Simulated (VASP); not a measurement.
## LiCl: single point with PBE

The system is LiCl.

```
Li Cl
1.0
     6.93188    0.00000    0.00000
     0.00000    6.93188    0.00000
     0.00000    0.00000    3.66117
Li Cl
4 4
Direct
  0.66301 0.66301 0.50000
  0.16301 0.83699 0.25000
  0.33699 0.33699 0.00000
  0.83699 0.16301 0.75000
  0.83045 0.83045 0.00000
  0.33045 0.66955 0.75000
  0.16955 0.16955 0.50000
  0.66955 0.33045 0.25000
```

This cell differs from its parent crystal: volume scaled by 1.06, then relaxed in part.

| Property | Result |
| --- | --- |
| Program | VASP 6.6.1 |
| Task | single point |
| Functional | PBE |
| Potentials or basis | VASP PAW PBE potentials, release 64 (Li_sv, Cl) |
| Cutoff | 520 eV |
| k mesh | 4 × 4 × 6 |
| Occupations | gaussian, width 0.02 eV |
| Spin | no spin polarisation |

| Quantity | Value |
| --- | --- |
| Largest force | 0.003 eV/Å |
| Band gap on the k mesh | 5.49 eV, indirect (least direct gap 5.53 eV) |

Forces on the atoms (eV/Å):
```
Li   0.002  0.002  0.000
Li   0.002 -0.002  0.000
Li  -0.002 -0.002  0.000
Li  -0.002  0.002  0.000
Cl  -0.002 -0.002  0.000
Cl  -0.002  0.002  0.000
Cl   0.002  0.002  0.000
Cl   0.002 -0.002  0.000
```

Levels at points of the mesh, in eV from the valence-band top:
| k point | band 17 | band 18 | band 19 | band 20 | band 21 | band 22 | band 23 | band 24 |
| --- | --- | --- | --- | --- | --- | --- | --- | --- |
| (0.00, 0.00, 0.00) | -0.10 | -0.10 | -0.06 | -0.04 | 5.49 | 7.66 | 7.66 | 8.33 |
| (0.50, 0.00, 0.00) | -0.19 | -0.19 | -0.05 | -0.05 | 6.55 | 6.55 | 7.50 | 7.50 |
| (0.50, 0.50, 0.00) | -0.07 | -0.07 | -0.04 | -0.04 | 6.69 | 6.69 | 7.24 | 7.24 |
| (0.00, 0.00, 0.50) | -0.45 | -0.45 | -0.16 | -0.16 | 6.82 | 6.82 | 8.29 | 8.29 |
| (0.50, 0.00, 0.50) | -0.55 | -0.55 | -0.18 | -0.18 | 7.15 | 7.15 | 7.92 | 7.92 |
| (0.50, 0.50, 0.50) | -0.45 | -0.45 | -0.45 | -0.45 | 7.66 | 7.66 | 7.66 | 7.66 |

Wall time 63 s on 1 thread of Intel(R) Xeon(R) 6975P-C (Granite Rapids), with other jobs on the host, peak memory 0.3 GiB.

 A k mesh can miss the band edges.
